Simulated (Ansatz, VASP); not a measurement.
## Rb in VASP and in Ansatz

Contents of INCAR:

```
SYSTEM = Rb
PREC = Accurate
ENCUT = 520
EDIFF = 1E-6
ISMEAR = -1
SIGMA = 0.1
LREAL = .FALSE.
LASPH = .TRUE.
NELM = 80
ALGO = Normal
ISIF = 2
LWAVE = .FALSE.
LCHARG = .TRUE.
GGA = RE
LELF = .TRUE.
LVHAR = .TRUE.
NBANDS = 16
```

File KPOINTS:

```
regular mesh
0
G
  8 8 4
  0 0 0
```

The input POSCAR:

```
Rb
1.0
    5.2527469624      0.0000000000      0.0000000000
   -2.6263734812      4.5490123091      0.0000000000
    0.0000000000      0.0000000000      8.6623897127
Rb
2
Direct
    0.3333333333      0.6666666667      0.2500000000
    0.6666666667      0.3333333333      0.7500000000
```

Input for Ansatz:

```yaml
crystal:
  lattice:
    - [5.2527469624, 0.0, 0.0]
    - [-2.6263734812, 4.5490123091, 0.0]
    - [0.0, 0.0, 8.6623897127]
  atoms:
    - { symbol: Rb, position: [0.3333333333, 0.6666666667, 0.25] }
    - { symbol: Rb, position: [0.6666666667, 0.3333333333, 0.75] }
hamiltonian:
  xc: revpbe
  pseudopotentials:
    kind: paw
    azcp:
      Rb: "pseudopotentials/Rb.paw.azcp"
basis:
  ecutwfc: 420
  fft_grid_basis: typed
kpoints:
  mp_grid: { grid: [8, 8, 4], shift: [0, 0, 0] }
magnetization:
  spin_polarized: false
scf:
  occupations: { method: fermi_dirac, width: 0.1 }
  lower_state_search: "off"
output:
  stress: true
  write_density: true
  write_potential: true
  elf: true
  volumetric_format: npy
```

Alike in both runs: task single point; functional revPBE; k mesh 8 × 8 × 4; occupations fermi-dirac, width 0.1 eV; no spin polarisation.

```csv
,VASP,Ansatz
version,VASP 6.6.1,Ansatz 0.2.0
potentials or method,"VASP PAW PBE potentials, release 64 (Rb_sv), cutoff 520 eV","plane waves (420 eV) with PAW, scalar-relativistic"
valence electrons in the cell,18,18
```

```csv
,VASP,Ansatz,Ansatz less VASP
pressure (GPa),-0.1,-0.1,0.00
```

VASP's potentials were made for PBE, not for revPBE.
